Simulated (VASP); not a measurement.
Crystal: GaN.

```
CELL_PARAMETERS angstrom
0.00000 2.27144 2.27144
2.27144 0.00000 2.27144
2.27144 2.27144 0.00000
ATOMIC_POSITIONS crystal
Ga 0.00000 0.00000 0.00000
N 0.25000 0.25000 0.25000
```

This cell differs from its parent crystal: strain +1.0%.

Base run:

* Program: VASP 6.6.1
* Functional: r2SCAN
* Potentials or basis: VASP PAW PBE potentials, release 64 (Ga_d, N)
* Cutoff: 520 eV
* k mesh: 10 × 10 × 10
* Occupations: gaussian, width 0.01 eV
* Spin: no spin polarisation

Its results: band gap on the k mesh 1.96 eV, direct; pressure -4.5 GPa.

Task: The run is repeated on the same cell with these changes: functional from r2SCAN to PBE; k mesh from 10 × 10 × 10 to 6 × 6 × 6. What comes out?

Result: Band gap on the k mesh 1.57 eV, direct; pressure 0.7 GPa.

Several settings changed at once, so the effect can't be laid on one alone.

Caveats: the PAW data sets were made with another functional, which shifts forces and pressure a little (some runs).

